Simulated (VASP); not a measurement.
Set up this calculation in VASP 6.6.1, as the native input.

- Task: single point
- Functional: r2SCAN
- Potentials or basis: VASP PAW PBE potentials, release 64 (Zn, O)
- Cutoff: 520 eV
- k mesh: 12 × 12 × 4
- Occupations: gaussian, width 0.05 eV
- Spin: no spin polarisation
- Dipole correction: no
- Further INCAR settings: ALGO = Normal; EDIFF = 1e-07; NBANDS = 46

ZnO:

```
Zn O
1.0
     3.23520    0.00000    0.00000
    -1.61760    2.80177    0.00000
     0.00000    0.00000   10.42283
Zn O
4 4
Direct
  0.33333 0.66667 0.00062
  0.33333 0.66667 0.50062
  0.66667 0.33333 0.25062
  0.66667 0.33333 0.75062
  0.33333 0.66667 0.19043
  0.33333 0.66667 0.69043
  0.66667 0.33333 0.44043
  0.66667 0.33333 0.94043
```

These files were run (other wordings do the same):

POSCAR

```
ZnO
1.0
    3.2352006011      0.0000000000      0.0000000000
   -1.6176003005      2.8017659069      0.0000000000
    0.0000000000      0.0000000000     10.4228320776
Zn O
4 4
Direct
    0.3333333333      0.6666666667      0.0006180371
    0.3333333333      0.6666666667      0.5006180371
    0.6666666667      0.3333333333      0.2506180371
    0.6666666667      0.3333333333      0.7506180371
    0.3333333333      0.6666666667      0.1904319629
    0.3333333333      0.6666666667      0.6904319629
    0.6666666667      0.3333333333      0.4404319629
    0.6666666667      0.3333333333      0.9404319629
```

INCAR.step1

```
PREC = Accurate
ENCUT = 520
ISMEAR = 0
SIGMA = 0.05
LREAL = F
LASPH = T
NELM = 100
NBANDS = 46
GGA = PE
ALGO = Normal
EDIFF = 1E-4
LWAVE = T
LCHARG = F
```

INCAR.step2

```
PREC = Accurate
ENCUT = 520
EDIFF = 1E-7
ISMEAR = 0
SIGMA = 0.05
LREAL = F
LASPH = T
NELM = 100
ALGO = Normal
ISIF = 2
LWAVE = F
LCHARG = T
METAGGA = R2SCAN
LMIXTAU = T
LELF = T
LVHAR = T
NBANDS = 46
ISTART = 1
```

KPOINTS

```
Automatic mesh
0
Gamma
  12 12 4
```

Potentials or basis: VASP PAW PBE potentials, release 64 (Zn, O).

The run is started by

```console
$ cat potpaw_PBE.64/Zn/POTCAR potpaw_PBE.64/O/POTCAR > POTCAR
$ cp INCAR.step1 INCAR
$ mpirun -np 1 vasp_std > vasp.out
$ cp INCAR.step2 INCAR
$ mpirun -np 1 vasp_std > vasp.out
```

Results of the run:

```
Pressure               : 1.0 GPa
Largest force          : 0.012 eV/Å
Band gap on the k mesh : 1.23 eV
```

Caveat: the PAW data sets were made with another functional, which shifts forces and pressure a little.

Wall time 29 min on 1 thread of Oxide Virtual Turin-like Processor (shared host), peak memory 0.3 GiB.
